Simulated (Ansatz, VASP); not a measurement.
## One calculation of Co, two programs

The input INCAR:

```
SYSTEM = Co
PREC = Accurate
ENCUT = 600
EDIFF = 1E-6
ISMEAR = 0
SIGMA = 0.1
LREAL = .False.
LASPH = .True.
NELM = 150
ALGO = Normal
ISIF = 3
LWAVE = .False.
LCHARG = .False.
ISPIN = 2
MAGMOM = 1.91
LORBIT = 11
LMAXMIX = 4
GGA = PS
IBRION = 2
NSW = 80
EDIFFG = -0.01
```

The input KPOINTS:

```
Automatic mesh
0
Gamma
  20 20 20
  0 0 0
```

POSCAR

```
Co
1.0
    0.0000000000      1.7367744452      1.7367744452
    1.7367744452      0.0000000000      1.7367744452
    1.7367744452      1.7367744452      0.0000000000
Co
1
Direct
    0.0000000000      0.0000000000      0.0000000000
```

Input for Ansatz:

```yaml
crystal:
  lattice:
    - [0.0, 1.7367745623, 1.7367745623]
    - [1.7367745623, 0.0, 1.7367745623]
    - [1.7367745623, 1.7367745623, 0.0]
  atoms:
    - { symbol: Co, position: [0.0, 0.0, 0.0], spin: 1.91 }
basis:
  ecutwfc: 420
kpoints:
  mp_grid: { grid: [20, 20, 20] }
hamiltonian:
  xc: pbesol
scf:
  occupations: { method: gaussian, width: 0.1 }
output:
  forces: true
  stress: true
  eigenvalues: true
  populations: true
magnetization:
  spin_polarized: true
relax:
  adjacent_minimum: "off"
  f_tol: 0.01
  max_steps: 60
  cell: { stress_tol: 0.1 }
```

Alike in both runs: task relaxation of cell and atoms; functional PBEsol; k mesh 20 × 20 × 20; occupations gaussian, width 0.1 eV; collinear spin.

|  | VASP | Ansatz |
| --- | --- | --- |
| version | VASP 6.6.1 | Ansatz 0.2.0 |
| potentials or method | VASP PAW PBE potentials, release 64 (Co), cutoff 600 eV | scalar-relativistic, plane waves, PAW |
| valence electrons in the cell | 9 | 17 |

|  | VASP | Ansatz | Ansatz less VASP |
| --- | --- | --- | --- |
| gap on the k mesh at the Fermi level, each at its own relaxed structure (eV) | none | none | - |
| net moment per atom (μB) | 1.61 | 1.62 | +0.007 |
| size of the moment on the site where the two differ most (μB) | 1.62 | 1.68 | +0.060 |
| relaxed volume (Å³/atom) | 10.39 | 10.43 | +0.042 |
| relaxed length of the cell vector where the two differ most in proportion (Å) | 2.449 | 2.452 | +0.0033 |

VASP's potentials were made for PBE, not for PBEsol. Site moments also hang on the region over which each program counts them. A gap of «none» marks a metal or a gap that the smearing closes. VASP's potentials hold 9 valence electrons a cell and Ansatz's 17, so a difference there can come from the potentials and not from the codes.
